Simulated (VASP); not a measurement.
Write the native input for VASP 6.6.1 that does the following.

| Quantity | Value |
| --- | --- |
| Task | single point |
| Functional | r2SCAN |
| Potentials or basis | VASP PAW PBE potentials, release 64 (Pb_d) |
| Cutoff | 520 eV |
| k mesh | 9 × 9 × 9 |
| Occupations | fermi-dirac, width 0.1 eV |
| Spin | no spin polarisation |
| Dipole correction | no |
| Further INCAR settings | ALGO = Normal; EDIFF = 1e-06; NBANDS = 21 |

Pb:

```
Pb
1.0
     0.00000    3.61034    3.61034
     3.61034    0.00000    3.61034
     3.61034    3.61034    0.00000
Pb
2
Direct
  0.12500 0.12500 0.12500
  0.87500 0.87500 0.87500
```

This isn't the form of Pb at room conditions, which is fcc.

These files were run (other wordings do the same):

POSCAR

```
Pb
1.0
    0.0000000000      3.6103427730      3.6103427730
    3.6103427730      0.0000000000      3.6103427730
    3.6103427730      3.6103427730      0.0000000000
Pb
2
Direct
    0.1250000000      0.1250000000      0.1250000000
    0.8750000000      0.8750000000      0.8750000000
```

INCAR.step1

```
SYSTEM = Pb
ALGO = Normal ; EDIFF = 1E-4
ENCUT = 520 ; GGA = PE
ISMEAR = -1 ; LASPH = .True.
LCHARG = .False. ; LREAL = .False.
LWAVE = .True. ; NBANDS = 21
NELM = 100 ; PREC = Accurate
SIGMA = 0.1
```

INCAR.step2

```
SYSTEM = Pb
ALGO = Normal ; EDIFF = 1E-6
ENCUT = 520 ; ISIF = 2
ISMEAR = -1 ; ISTART = 1
LASPH = .True. ; LCHARG = .False.
LMIXTAU = .True. ; LREAL = .False.
LWAVE = .False. ; METAGGA = R2SCAN
NBANDS = 21 ; NELM = 100
PREC = Accurate ; SIGMA = 0.1
```

KPOINTS

```
k-points
0
Gamma
  9 9 9
  0 0 0
```

Potentials or basis: VASP PAW PBE potentials, release 64 (Pb_d).

Launch:

```bash
$ cat potpaw_PBE.64/Pb_d/POTCAR > POTCAR
$ cp INCAR.step1 INCAR
$ mpirun -np 1 vasp_std > vasp.out
$ cp INCAR.step2 INCAR
$ mpirun -np 1 vasp_std > vasp.out
```

Results of the run:

```json
{
 "Pressure": "-2.6 GPa",
 "Band gap on the k mesh": "zero (bands 14 and 15 overlap by 0.96 eV)"
}
```

Caveat: the PAW data sets were made with another functional, which shifts forces and pressure a little; spin-orbit coupling is left out, which moves the levels of the heavy elements.

It took 2.8 min on 1 thread of AMD EPYC 9R45 96-Core Processor (Zen 5) (shared host), peak memory 0.24 GiB.
